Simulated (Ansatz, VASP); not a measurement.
# One calculation of AgCl, two programs

Contents of INCAR:

```
SYSTEM = AgCl
ALGO = Normal ; EDIFF = 1E-7
ENCUT = 520 ; GGA = PS
ISIF = 2 ; ISMEAR = 0
LASPH = .True. ; LCHARG = .True.
LELF = .True. ; LREAL = .False.
LVHAR = .True. ; LWAVE = .False.
NBANDS = 26 ; NELM = 80
PREC = Accurate ; SIGMA = 0.05
```

Contents of KPOINTS:

```
k-points
0
Gamma
  10 10 6
  0 0 0
```

POSCAR

```
AgCl
1.0
    3.0979780550      0.0000000000      0.0000000000
    0.0000000000      3.3311591989      0.0000000000
    0.0000000000      0.0000000000      6.6623183978
Ag Cl
2 2
Direct
    0.0000000000      0.0000000000      0.0000000000
    0.0000000000      0.0000000000      0.5000000000
    0.4404711729      0.5000000000      0.2500000000
    0.5595288271      0.5000000000      0.7500000000
```

Input for Ansatz:

```yaml
crystal:
  lattice:
    - [3.097978055, 0.0, 0.0]
    - [0.0, 3.3311591989, 0.0]
    - [0.0, 0.0, 6.6623183978]
  atoms:
    - { symbol: Ag, position: [0.0, 0.0, 0.0] }
    - { symbol: Ag, position: [0.0, 0.0, 0.5] }
    - { symbol: Cl, position: [0.4404711729, 0.5, 0.25] }
    - { symbol: Cl, position: [0.5595288271, 0.5, 0.75] }
basis:
  ecutwfc: 420
kpoints:
  mp_grid: { grid: [10, 10, 6] }
hamiltonian:
  xc: pbesol
scf:
  occupations: { method: gaussian, width: 0.05 }
output:
  forces: true
  stress: true
  eigenvalues: true
```

Change from the starting cell: mode 1 frozen in at -0.198 Å, normal strain along x -0.0700.

Alike in both runs: task single point; functional PBEsol; k mesh 10 × 10 × 6; occupations gaussian, width 0.05 eV; no spin polarisation.

|  | VASP | Ansatz |
| --- | --- | --- |
| version | VASP 6.6.1 | Ansatz 0.2.0 |
| potentials or method | VASP PAW PBE potentials, release 64 (Ag, Cl), cutoff 520 eV | scalar-relativistic, plane waves, PAW |
| valence electrons in the cell | 36 | 52 |

```tsv
	VASP	Ansatz	Ansatz less VASP
gap on the k mesh at the Fermi level (eV)	0.54	0.54	-0.003
least direct gap on the mesh (eV)	0.63	0.63	-0.001
pressure (GPa)	6.2	6.4	+0.15
traceless stress, the component that is largest in VASP (GPa)	3.46	3.45	-0.011
rms of the force components (eV/Å)	0.029	0.028	-0.0014
```

VASP's potentials were made for PBE, not for PBEsol. Atom by atom the forces differ by 0.001 eV/Å (rms over components). The functional is the same, so the differences come from potentials, cutoffs and numerics. VASP's potentials hold 36 valence electrons a cell and Ansatz's 52, so a difference there can come from the potentials and not from the codes.
